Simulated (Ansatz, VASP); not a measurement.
BeTe in VASP and in Ansatz

```
Be Te
1.0
     0.00000    2.83217    2.83217
     2.83217    0.00000    2.83217
     2.83217    2.83217    0.00000
Be Te
1 1
Cartesian
  0.0000 0.0000 0.0000
  1.4161 1.4161 1.4161
```

Alike in both runs: functional PBE; k mesh 8 × 8 × 8; occupations gaussian, width 0.02 eV; no spin polarisation.

Ansatz relaxed the structure, and its values are those at the end. VASP's run is a single point on that final structure, the one shown.

```csv
,VASP,Ansatz
version,VASP 6.6.1,Ansatz 0.2.0
potentials or method,"VASP PAW PBE potentials, release 64 (Be, Te), cutoff 600 eV","scalar-relativistic, plane waves, PAW"
valence electrons in the cell,8,18
```

```csv
,VASP,Ansatz,Ansatz less VASP
gap on the k mesh at the Fermi level (eV),2.02,2.03,+0.014
least direct gap on the mesh (eV),3.62,3.64,+0.018
pressure (GPa),0.1,0.0,-0.13
```

VASP's potentials hold 8 valence electrons a cell and Ansatz's 18, so a difference there can come from the potentials and not from the codes.

Neither program's run includes spin-orbit coupling.
